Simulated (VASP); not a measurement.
# Pd (Im-3m) in VASP: single point with r2SCAN

Aim: the single point of Pd with r2SCAN.

Everything below comes from runs of VASP 6.6.1. Logs are shortened: lines on timing, memory, paths and dates and some standing lists are left out, and cuts for length are marked.

**1. The cell of the first run**

The structure is cubic, space group Im-3m (No. 229). Conventional cell: a = 3.084 Å, b = 3.084 Å, c = 3.084 Å, α = 90.00°, β = 90.00°, γ = 90.00°. Within 3.5 Å of Pd (site symmetry m-3m) lie 14 Pd at 2.67 to 3.08 Å.

This isn't the form of Pd at room conditions, which is fcc.

**2. Single point, r2SCAN**

POSCAR reads:

```
Pd
1.0
   -1.5417549624      1.5417549624      1.5417549624
    1.5417549624     -1.5417549624      1.5417549624
    1.5417549624      1.5417549624     -1.5417549624
Pd
1
Direct
    0.0000000000      0.0000000000      0.0000000000
```

INCAR.step1 reads:

```
SYSTEM = Pd
ALGO     = Normal         ! electronic algorithm
EDIFF    = 1E-5           ! SCF threshold, eV
ENCUT    = 550            ! plane-wave cutoff, eV
GGA      = PE             ! functional
GGA_COMPAT= .FALSE.      
ISMEAR   = 0              ! smearing method
LASPH    = .TRUE.         ! aspherical terms in the spheres
LCHARG   = .FALSE.        ! write CHGCAR
LREAL    = .FALSE.        ! projectors in reciprocal space
LWAVE    = .TRUE.         ! write WAVECAR
NBANDS   = 11             ! bands
NELM     = 120            ! most SCF steps
PREC     = Accurate       ! precision mode
SIGMA    = 0.1            ! smearing width, eV
```

INCAR.step2 reads:

```
SYSTEM = Pd
ALGO     = Normal         ! electronic algorithm
EDIFF    = 1E-6           ! SCF threshold, eV
ENCUT    = 550            ! plane-wave cutoff, eV
GGA_COMPAT= .FALSE.      
ISIF     = 2              ! what is computed and relaxed
ISMEAR   = 0              ! smearing method
ISTART   = 1            
LASPH    = .TRUE.         ! aspherical terms in the spheres
LCHARG   = .FALSE.        ! write CHGCAR
LMIXTAU  = .TRUE.       
LREAL    = .FALSE.        ! projectors in reciprocal space
LWAVE    = .FALSE.        ! write WAVECAR
METAGGA  = R2SCAN         ! meta-GGA
NBANDS   = 11             ! bands
NELM     = 120            ! most SCF steps
PREC     = Accurate       ! precision mode
SIGMA    = 0.1            ! smearing width, eV
```

KPOINTS reads:

```
k-points
0
G
  18 18 18
  0 0 0
```

Potentials or basis: VASP PAW PBE potentials, release 64 (Pd).

The run is started by

```
$ cat potpaw_PBE.64/Pd/POTCAR > POTCAR
$ cp INCAR.step1 INCAR
$ mpirun -np 1 vasp_std > vasp.out
$ cp INCAR.step2 INCAR
$ mpirun -np 1 vasp_std > vasp.out
```

OUTCAR:

```text
SYSTEM = Pd
   EDIFF = 1E-6
   ENCUT = 550
   ISIF = 2
   ISMEAR = 0
   ISTART = 1
   LASPH = .TRUE.
   LREAL = .FALSE.
   METAGGA = R2SCAN
   NELM = 120
   PREC = Accurate

 ion  position               nearest neighbor table
   1  0.000  0.000  0.000-

  LATTYP: Found a body centered cubic cell.
 ALAT       =     3.0835099248

  Lattice vectors:

 A1 = (  -1.5417549624,   1.5417549624,   1.5417549624)
 A2 = (   1.5417549624,  -1.5417549624,   1.5417549624)
 A3 = (   1.5417549624,   1.5417549624,  -1.5417549624)

Analysis of symmetry for initial positions (statically):
=====================================================================
 Subroutine PRICEL returns:
 Original cell was already a primitive cell.

 Routine SETGRP: Setting up the symmetry group for a
 body centered cubic supercell.

 Subroutine GETGRP returns: Found 48 space group operations
 (whereof 48 operations were pure point group operations)
 out of a pool of 48 trial point group operations.

The static configuration has the point symmetry O_h .

Analysis of symmetry for dynamics (positions and initial velocities):
=====================================================================
 Subroutine PRICEL returns:
 Original cell was already a primitive cell.

 Routine SETGRP: Setting up the symmetry group for a
 body centered cubic supercell.

 Subroutine GETGRP returns: Found 48 space group operations
 (whereof 48 operations were pure point group operations)
 out of a pool of 48 trial point group operations.

The dynamic configuration has the point symmetry O_h .

 Subroutine INISYM returns: Found 48 space group operations
 (whereof 48 operations are pure point group operations),
 and found     1 'primitive' translations

----------------------------------------------------------------------------------------

                                     Primitive cell

  volume of cell :      14.6591

  direct lattice vectors                    reciprocal lattice vectors
    -1.541754962  1.541754962  1.541754962     0.000000000  0.324305750  0.324305750
     1.541754962 -1.541754962  1.541754962     0.324305750  0.000000000  0.324305750
     1.541754962  1.541754962 -1.541754962     0.324305750  0.324305750  0.000000000

  length of vectors
     2.670397928  2.670397928  2.670397928     0.458637591  0.458637591  0.458637591

  position of ions in fractional coordinates (direct lattice)
     0.000000000  0.000000000  0.000000000

  ion indices of the primitive-cell ions
   primitive index   ion index
                 1           1

----------------------------------------------------------------------------------------

 KPOINTS: k-points

Automatic generation of k-mesh.
 Grid dimensions read from file:
 generate k-points for:   18   18   18

 Generating k-lattice:

  Cartesian coordinates                     Fractional coordinates (reciprocal lattice)
     0.000000000  0.018016986  0.018016986     0.055555556  0.000000000  0.000000000
     0.018016986  0.000000000  0.018016986     0.000000000  0.055555556  0.000000000
     0.018016986  0.018016986  0.000000000     0.000000000  0.000000000  0.055555556

  Length of vectors
     0.025479866  0.025479866  0.025479866

  Shift w.r.t. Gamma in fractional coordinates (k-lattice)
     0.000000000  0.000000000  0.000000000

 Subroutine IBZKPT returns following result:
 ===========================================

 Found    195 irreducible k-points:

 Following reciprocal coordinates:
            Coordinates               Weight
  0.000000  0.000000  0.000000      1.000000
  0.055556  0.000000  0.000000     12.000000
  0.111111  0.000000  0.000000     12.000000
  0.166667  0.000000  0.000000     12.000000
  0.222222  0.000000  0.000000     12.000000
  0.277778  0.000000  0.000000     12.000000
[... 16 lines left out ...]
  0.333333  0.111111  0.000000     48.000000
  0.388889  0.111111  0.000000     48.000000
 [... further k-points ...]
   k-points           NKPTS =    195   k-points in BZ     NKDIM =    195   number of bands    NBANDS=     11
   number of dos      NEDOS =    301   number of ions     NIONS =      1
   total plane-waves  NPLWV =   8000
   dimension x,y,z NGX =    20 NGY =   20 NGZ =   20
   dimension x,y,z NGXF=    40 NGYF=   40 NGZF=   40
   ions per type =               1
   NGX,Y,Z   is equivalent  to a cutoff of  12.45, 12.45, 12.45 a.u.
   NGXF,Y,Z  is equivalent  to a cutoff of  24.90, 24.90, 24.90 a.u.
 SYSTEM =  Pd
   PREC   = accura    normal or accurate (medium, high low for compatibility)
   ISTART =      1    job   : 0-new  1-cont  2-samecut
   ICHARG =      0    charge: 1-file 2-atom 10-const
   ISPIN  =      1    spin polarized calculation?
   LNONCOLLINEAR =      F non collinear calculations
   LSORBIT =      F    spin-orbit coupling
   LASPH  =      T    aspherical Exc in radial PAW
   ENCUT  =  550.0 eV  40.42 Ry    6.36 a.u.   5.11  5.11  5.11*2*pi/ulx,y,z
   NELM   =    120;   NELMIN=  2; NELMDL=  0     # of ELM steps
   EDIFF  = 0.1E-05   stopping-criterion for ELM
   LREAL  =      F    real-space projection
   EDIFFG = 0.1E-04   stopping-criterion for IOM
   NSW    =      0    number of steps for IOM
   IBRION =     -1    ionic relax: 0-MD 1-quasi-New 2-CG
   NFREE  =      0    steps in history (QN), initial steepest desc. (CG)
   ISIF   =      2    stress and relaxation
   ISYM   =      2    0-nonsym 1-usesym 2-fastsym
   POTIM  = 0.5000    time-step for ionic-motion
   TEBEG  =    0.0;   TEEND  =   0.0 temperature during run
   PSTRESS=    0.0 pullay stress
   NELECT =      10.0000    total number of electrons
   NUPDOWN=      -1.0000    fix difference up-down
   EMIN   =  10.00;   EMAX   =-10.00  energy-range for DOS
   EFERMI =   0.00;   METHOD = LEGACY
   ISMEAR =     0;   SIGMA  =   0.10  broadening in eV -4-tet -1-fermi 0-gaus
   EFERMI_NEDOS =   21; number of points for ismear=-14 and -15
   IALGO  =     38    algorithm
   IMIX   =      4    mixing-type and parameters
     AMIX     =   0.40;   BMIX     =  1.00
     AMIX_MAG =   1.60;   BMIX_MAG =  1.00
  volume/ion in A,a.u.               =      14.66        98.92
  Fermi-wavevector in a.u.,A,eV,Ry     =   1.441140  2.723360 28.257726  2.076884
  Thomas-Fermi vector in A             =   2.559806
   LORBIT       =      0    0 simple, 1 ext, 2 COOP (PROOUT), +10 PAW based schemes
   METAGGA = R2SCAN    functional components
   LHFCALC =     F    Hartree Fock is set to
   AEXX    =    0.0000 exact exchange contribution
   IVDW    =     0    specifies the selected vdW correction
   LEPSILON=     F    determine dielectric tensor
   LRPA    =     F    only Hartree local field effects (RPA)
 non-spin polarized calculation
 Gauss-broadening in eV      SIGMA  =   0.10
  energy-cutoff  :      550.00
  volume of cell :       14.66
 maximum number of plane-waves:       444
   NGX = 11   NGY = 11   NGZ = 11

 number of electron       9.9999999 magnetization

 Free energy of the ion-electron system (eV)
  ---------------------------------------------------
  ext. energy  EPLUGINS =         0.00000000
  ---------------------------------------------------
  free energy    TOTEN  =       -22.90356466 eV

  energy without entropy =      -22.89767796  energy(sigma->0) =      -22.90062131

 E-fermi :   9.7318     XC(G=0): -14.1639

 val. band max:        9.7172217723   @ k =  -0.4444  -0.4444   0.3333
 cond. band min:       9.7384161897   @ k =   0.5000   0.5000   0.4444
 fundamental gap:      0.0211944174
 Fermi energy:         9.7317908360

 k-point     1 :       0.0000    0.0000    0.0000
  band No.  band energies     occupation
      1       2.4929      2.00000
      2       6.6351      2.00000
      3       6.6351      2.00000
      4       6.6351      2.00000
      5       8.6600      2.00000
      6       8.6600      2.00000
      7      30.0984      0.00000
      8      30.0984      0.00000
      9      30.0984      0.00000
     10      32.2850      0.00000
     11      38.9853      0.00000

 k-point     2 :       0.0556    0.0000    0.0000
  band No.  band energies     occupation
      1       2.6169      2.00000
      2       6.5928      2.00000
      3       6.6374      2.00000
      4       6.7241      2.00000
      5       8.6098      2.00000
      6       8.6631      2.00000
      7      30.0326      0.00000
      8      30.1211      0.00000
      9      30.2482      0.00000
     10      32.2824      0.00000
     11      37.7117      0.00000

 k-point     3 :       0.1111    0.0000    0.0000
  band No.  band energies     occupation
      1       2.9745      2.00000
      2       6.4728      2.00000
      3       6.6417      2.00000
      4       6.9857      2.00000
      5       8.4887      2.00000
      6       8.6733      2.00000
      7      29.6934      0.00000
      8      30.0881      0.00000
      9      30.6819      0.00000
     10      32.2730      0.00000
     11      36.3565      0.00000

 k-point     4 :       0.1667    0.0000    0.0000
  band No.  band energies     occupation
      1       3.5102      2.00000
      2       6.2940      2.00000
      3       6.6613      2.00000
      4       7.4040      2.00000
      5       8.3700      2.00000
      6       8.6932      2.00000
      7      28.7463      0.00000
      8      29.7368      0.00000
      9      31.3533      0.00000
     10      32.2608      0.00000
     11      35.7632      0.00000
[... 239 lines left out ...]
 k-point    22 :       0.2778    0.1111    0.0000
  band No.  band energies     occupation
      1       4.7510      2.00000
      2       5.7405      2.00000
      3       7.3495      2.00000
      4       8.3575      2.00000
      5       8.9636      2.00000
      6      10.2483      0.00000
      7      22.8458      0.00000
      8      26.3810      0.00000
      9      29.4800      0.00000
     10      32.3063      0.00000
     11      33.6858      0.00000

 k-point    23 :       0.3333    0.1111    0.0000
  band No.  band energies     occupation
      1       4.6308      2.00000
      2       5.5953      2.00000
      3       7.9265      2.00000
      4       8.5125      2.00000
      5       9.1590      2.00000
      6      11.3343      0.00000
      7      20.6969      0.00000
      8      25.7024      0.00000
      9      28.4896      0.00000
     10      32.2979      0.00000
     11      34.4260      0.00000

 k-point    24 :       0.3889    0.1111    0.0000
  band No.  band energies     occupation
      1       4.5182      2.00000
      2       5.5052      2.00000
      3       8.2419      2.00000
      4       8.5762      2.00000
      5       9.4643      1.99985
      6      12.4259      0.00000
      7      18.9255      0.00000
      8      25.2545      0.00000
      9      27.8357      0.00000
     10      32.2941      0.00000
     11      34.9704      0.00000

 [... further k-points ...]
[... 5 lines left out ...]
  --------------------------------------------------------------------------------------
  -------------------------------------------------------------------------------------
  Total        0.5015432      0.5015432      0.5015432     -0.0000000     -0.0000000      0.0000000
  in kB       54.8167014     54.8167014     54.8167014     -0.0000000     -0.0000000      0.0000000
  external PRESSURE =      54.8167014 kB  Pullay stress =       0.0000000 kB

 VOLUME and BASIS-vectors are now :
 -----------------------------------------------------------------------------
  energy-cutoff  :      550.00
  volume of cell :       14.66
      direct lattice vectors                 reciprocal lattice vectors
    -1.541754962  1.541754962  1.541754962     0.000000000  0.324305750  0.324305750
     1.541754962 -1.541754962  1.541754962     0.324305750  0.000000000  0.324305750
     1.541754962  1.541754962 -1.541754962     0.324305750  0.324305750  0.000000000

 POSITION                                       TOTAL-FORCE (eV/Angst)
 -----------------------------------------------------------------------------------
      0.00000      0.00000      0.00000        -0.000000     -0.000000     -0.000000
 -----------------------------------------------------------------------------------
    total drift:                               -0.000000     -0.000000      0.000000

  FREE ENERGIE OF THE ION-ELECTRON SYSTEM (eV)
  ---------------------------------------------------
  free  energy   TOTEN  =       -22.9035646567 eV

  energy  without entropy=      -22.8976779630  energy(sigma->0) =      -22.90062131
```

Wall time 2.2 min (1 thread of AMD EPYC 7R43 (Zen 3), shared host); peak memory 0.11 GiB.

What came out:

| Quantity | Value |
| --- | --- |
| Free energy | -22.9036 eV |
| Pressure | 5.5 GPa |
| Band gap on the k mesh | zero (bands 5 and 6 overlap by 1.80 eV) |

Levels at points of the mesh, in eV from the Fermi level:
```tsv
k point	band 3	band 4	band 5	band 6	band 7	band 8
(0.00, 0.00, 0.00)	-3.10	-3.10	-1.07	-1.07	20.37	20.37
(0.50, 0.00, 0.00)	-1.12	-0.83	0.63	1.66	8.42	15.96
(0.50, 0.50, 0.50)	0.22	0.22	0.22	9.84	9.84	9.84
```

Caveat: the cell stands under pressure; the PAW data sets were made with another functional, which shifts forces and pressure a little.

The gap in the log of VASP goes by the Fermi energy; the results here count the filled bands.